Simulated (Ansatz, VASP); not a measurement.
## Two plane-wave programs on ZnO

```
CELL_PARAMETERS angstrom
3.23735 0.00000 0.00000
-1.61868 2.80363 0.00000
0.00000 0.00000 5.22206
ATOMIC_POSITIONS crystal
Zn 0.66667 0.33333 0.50059
Zn 0.33333 0.66667 0.00059
O 0.66667 0.33333 0.87972
O 0.33333 0.66667 0.37972
```

Alike in both runs: functional PBE; k mesh 12 × 12 × 7; occupations fermi-dirac, width 0.01 eV; no spin polarisation.

Ansatz relaxed the structure, and its values are those at the end. VASP's run is a single point on that final structure, the one shown.

```csv
,VASP,Ansatz
version,VASP 6.6.1,Ansatz 0.2.0
potentials or method,"VASP PAW PBE potentials, release 64 (Zn, O)","plane-wave PAW, scalar-relativistic"
plane-wave cutoff (eV),520,420
valence electrons in the cell,36,36
```

VASP gave:

- gap on the k mesh at the Fermi level (eV): 0.79
- pressure (GPa): 6.6

Q: Which values does Ansatz return?

A: gap on the k mesh at the Fermi level (eV): 0.80; pressure (GPa): 5.6.

Ansatz's warnings: stress scf threshold loose.
